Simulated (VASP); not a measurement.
A run of VASP 6.6.1:

Contents of INCAR:

```
PREC = Accurate ; ENCUT = 520
EDIFF = 1E-7 ; ISMEAR = 0
SIGMA = 0.15 ; LREAL = False
LASPH = True ; NELM = 100
ALGO = Fast ; ISIF = 2
LWAVE = False ; LCHARG = False
NBANDS = 18
```

File KPOINTS:

```
regular mesh
0
Gamma
  14 14 14
```

POSCAR

```
CaZn
1.0
    3.8517956971      0.0000000000      0.0000000000
    0.0000000000      3.8517956971      0.0000000000
    0.0000000000      0.0000000000      3.2740263425
Ca Zn
1 1
Direct
    0.0000000000      0.0000000000      0.0000000000
    0.5000000000      0.5000000000      0.5000000000
```

Potentials or basis: VASP PAW LDA potentials, release 64 (Ca_sv, Zn).

The run is started by

```console
$ cat potpaw_LDA.64/Ca_sv/POTCAR potpaw_LDA.64/Zn/POTCAR > POTCAR
$ mpirun -np 1 vasp_std > vasp.out
```

Hardware: 1 thread of AMD EPYC 9R45 96-Core Processor (Zen 5), with other jobs on the host.

**Question.** How long does it take, and how much memory?

**Answer.** It took 3 min on 1 thread of AMD EPYC 9R45 96-Core Processor (Zen 5), with other jobs on the host, peak memory 0.33 GiB. Counts: scf iterations 19, k points 288.
